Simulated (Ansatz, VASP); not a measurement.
**Two plane-wave programs on NaCl**

```
Na Cl
1.0
     0.00000    2.84345    2.84345
     2.84345    0.00000    2.84345
     2.84345    2.84345    0.00000
Na Cl
1 1
Direct
  0.00000 0.00000 0.00000
  0.50000 0.50000 0.50000
```

Alike in both runs: task single point; functional LDA; k mesh 6 × 6 × 6; occupations gaussian, width 0.1 eV; no spin polarisation.

|  | VASP | Ansatz |
| --- | --- | --- |
| version | VASP 6.6.1 | Ansatz 0.2.0 |
| potentials or method | VASP PAW LDA potentials, release 64 (Na_pv, Cl), cutoff 500 eV | scalar-relativistic, plane waves, PAW |
| valence electrons in the cell | 14 | 16 |

|  | VASP | Ansatz | Ansatz less VASP |
| --- | --- | --- | --- |
| gap on the k mesh at the Fermi level (eV) | 4.61 | 4.60 | -0.004 |
| least direct gap on the mesh (eV) | 4.61 | 4.60 | -0.004 |
| pressure (GPa) | -2.9 | -2.9 | +0.02 |

Ansatz warns that its potentials were made for another functional, while VASP's fit it. LDA's correlation is that of Perdew and Zunger in VASP and of Perdew and Wang (1992) in Ansatz. VASP's potentials hold 14 valence electrons a cell and Ansatz's 16, so a difference there can come from the potentials and not from the codes.
